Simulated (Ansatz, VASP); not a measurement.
Two plane-wave programs on TaN

File POSCAR:

```
TaN
1.0
    0.0000000000      2.2113230000      2.2113230000
    2.2113230000      0.0000000000      2.2113230000
    2.2113230000      2.2113230000      0.0000000000
Ta N
1 1
Direct
    0.5000000000      0.5000000000      0.5000000000
    0.0000000000      0.0000000000      0.0000000000
```

Contents of INCAR.step1:

```
  PREC = Accurate
  ENCUT = 770
  ISMEAR = -1
  SIGMA = 0.05
  LREAL = False
  LASPH = True
  NELM = 200
  LMAXMIX = 4
  LDAU = True
  LDAUTYPE = 2
  LDAUL = 2 -1
  LDAUU = 6 0
  LDAUJ = 0 0
  NBANDS = 16
  GGA = PE
  ALGO = Normal
  EDIFF = 1E-5
  LWAVE = True
  LCHARG = False
  GGA_COMPAT = False
```

Contents of INCAR.step2:

```
  PREC = Accurate
  ENCUT = 770
  EDIFF = 1E-6
  ISMEAR = -1
  SIGMA = 0.05
  LREAL = False
  LASPH = True
  NELM = 200
  ALGO = Normal
  ISIF = 2
  LWAVE = False
  LCHARG = True
  LMAXMIX = 4
  LDAU = True
  LDAUTYPE = 2
  LDAUL = 2 -1
  LDAUU = 6 0
  LDAUJ = 0 0
  LDAUPRINT = 1
  METAGGA = R2SCAN
  LMIXTAU = True
  LELF = True
  LVHAR = True
  NBANDS = 16
  ISTART = 1
  GGA_COMPAT = False
```

Contents of KPOINTS:

```
Automatic mesh
0
Gamma
  10 10 10
```

The input input.yaml:

```yaml
crystal:
  lattice:
    - [0.0, 2.211323, 2.211323]
    - [2.211323, 0.0, 2.211323]
    - [2.211323, 2.211323, 0.0]
  atoms:
    - { symbol: Ta, position: [0.5, 0.5, 0.5] }
    - { symbol: "N", position: [0.0, 0.0, 0.0] }
hamiltonian:
  xc: r2scan
  pseudopotentials: { kind: paw }
  hubbard: { sites: [{ species: Ta, l: d, u_eff: 6.0 }] }
kpoints:
  mp_grid: { grid: [10, 10, 10] }
scf:
  occupations: { method: fermi_dirac, width: 0.05 }
  n_extra_bands: 6
output:
  forces: true
  stress: true
  eigenvalues: true
  dos: { projected: true, de: 0.05, nscf_kmesh: { grid: [15, 15, 15] } }
  write_density: true
  write_potential: true
  elf: true
  volumetric_format: npy
```

Alike in both runs: functional r2SCAN; k mesh 10 × 10 × 10; occupations fermi-dirac, width 0.05 eV; no spin polarisation; Hubbard terms Ta d U = 6.0 eV.

```csv
,VASP,Ansatz
version,VASP 6.6.1,Ansatz 0.2.0
potentials or method,"VASP PAW PBE potentials, release 64 (Ta_sv_GW, N)",Ansatz PAW
plane-wave cutoff (eV),770,500
valence electrons in the cell,18,18
task,single point,projected density of states
```

Ansatz gave:

| Item | Value |
| --- | --- |
| gap on the k mesh at the Fermi level (eV) | none |
| pressure (GPa) | -0.1 |

Q: Which values does VASP return?

A: gap on the k mesh at the Fermi level (eV): none; pressure (GPa): 12.1.

VASP's potentials were made for PBE, not for r2SCAN. The programs project onto different local orbitals, so the same U acts differently, and such runs can settle in different states. A gap of «none» marks a metal or a gap that the smearing closes.

Neither program's run includes spin-orbit coupling.
